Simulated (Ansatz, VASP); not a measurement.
## One calculation of LaTe, two programs

INCAR

```
PREC = Accurate ; ENCUT = 520
EDIFF = 1E-8 ; ISMEAR = -1
SIGMA = 0.08 ; LREAL = False
LASPH = True ; NELM = 100
ALGO = Normal ; ISIF = 2
LWAVE = False ; LCHARG = False
GGA = CA ; LEFG = True
NBANDS = 16
```

Contents of KPOINTS:

```
regular mesh
0
Gamma
  10 10 10
```

Contents of POSCAR:

```
LaTe
1.0
   -0.0321100000      3.1949450000      3.1949450000
    3.1949450000     -0.0321100000      3.1949450000
    3.1949450000      3.1949450000     -0.0321100000
La Te
1 1
Direct
    0.0000000000      0.0000000000      0.0000000000
    0.5000000000      0.5000000000      0.5000000000
```

Input for Ansatz:

```yaml
crystal:
  lattice:
    - [-0.03211, 3.194945, 3.194945]
    - [3.194945, -0.03211, 3.194945]
    - [3.194945, 3.194945, -0.03211]
  atoms:
    - { symbol: La, position: [0.0, 0.0, 0.0] }
    - { symbol: Te, position: [0.5, 0.5, 0.5] }
kpoints:
  mp_grid: { grid: [10, 10, 10] }
scf:
  occupations: { method: fermi_dirac, width: 0.08 }
hamiltonian:
  xc: lda
  pseudopotentials: { kind: paw }
output:
  forces: true
  stress: true
  eigenvalues: true
  efg: { contact_densities: true }
```

Change from the starting cell: equal xy, yz and zx shear strains of -1 %, PAW files.

Alike in both runs: task electric field gradients; functional LDA; k mesh 10 × 10 × 10; occupations fermi-dirac, width 0.08 eV; no spin polarisation.

|  | VASP | Ansatz |
| --- | --- | --- |
| version | VASP 6.6.1 | Ansatz 0.2.0 |
| potentials or method | VASP PAW LDA potentials, release 64 (La, Te) | PAW with Ansatz's default frozen-core files, scalar-relativistic |
| plane-wave cutoff (eV) | 520 | 420 |
| valence electrons in the cell | 17 | 27 |

```csv
,VASP,Ansatz,Ansatz less VASP
pressure (GPa),-2.1,-2.2,-0.04
"traceless stress, the component that is largest in VASP (GPa)",0.09,0.09,0.000
size of Vzz on the site where it differs most (V/Å²),3.1,3.4,+0.35
```

LDA's correlation is that of Perdew and Zunger in VASP and of Perdew and Wang (1992) in Ansatz. VASP's potentials hold 17 valence electrons a cell and Ansatz's 27, so a difference there can come from the potentials and not from the codes.

Neither program's run includes spin-orbit coupling.
